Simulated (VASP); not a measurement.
Set up this calculation in VASP 6.6.1, as the native input.

| Item | Value |
| --- | --- |
| Task | single point |
| Functional | PBE |
| Potentials or basis | VASP PAW PBE potentials, release 64 (Ti_sv, O) |
| Cutoff | 520 eV |
| k mesh | 6 × 6 × 10 |
| Occupations | gaussian, width 0.05 eV |
| Spin | no spin polarisation |
| Dipole correction | no |
| Further INCAR settings | ALGO = Normal; EDIFF = 1e-06; NBANDS = 33 |

The structure of TiO2 lies in POSCAR:

```
TiO2
1.0
    4.6430645122      0.0000000000      0.0000000000
    0.0000000000      4.6430645122      0.0870574596
    0.0000000000      0.0555754575      2.9640243990
Ti O
2 4
Direct
    0.0000000000      0.0000000000      0.0000000000
    0.5000000000      0.5000000000      0.5000000000
    0.3051105247      0.3051105247      0.0000000000
    0.1948894753      0.8051105247      0.5000000000
    0.6948894753      0.6948894753      0.0000000000
    0.8051105247      0.1948894753      0.5000000000
```

This cell differs from its parent crystal: strain +0.0375 x Voigt [0, 0, 0, 1, 0, 0].

The input as run:

INCAR

```
SYSTEM = TiO2
ALGO = Normal ; EDIFF = 1E-6
ENCUT = 520 ; GGA = PE
ISIF = 2 ; ISMEAR = 0
LASPH = .True. ; LCHARG = .False.
LREAL = .False. ; LWAVE = .False.
NBANDS = 33 ; NELM = 80
PREC = Accurate ; SIGMA = 0.05
```

KPOINTS

```
k-points
0
Gamma
  6 6 10
  0 0 0
```

Potentials or basis: VASP PAW PBE potentials, release 64 (Ti_sv, O).

Command:

```sh
$ cat potpaw_PBE.64/Ti_sv/POTCAR potpaw_PBE.64/O/POTCAR > POTCAR
$ mpirun -np 1 vasp_std > vasp.out
```

It gave:

The pressure is 1.0 GPa, the largest force is 0.192 eV/Å and the band gap on the k mesh is 1.84 eV.

Caveat: the cell differs from its parent crystal (strain +0.0375 x Voigt [0, 0, 0, 1, 0, 0]).

It took 10 min on 1 thread of Intel Xeon 8259CL, with other jobs on the host, peak memory 0.32 GiB.
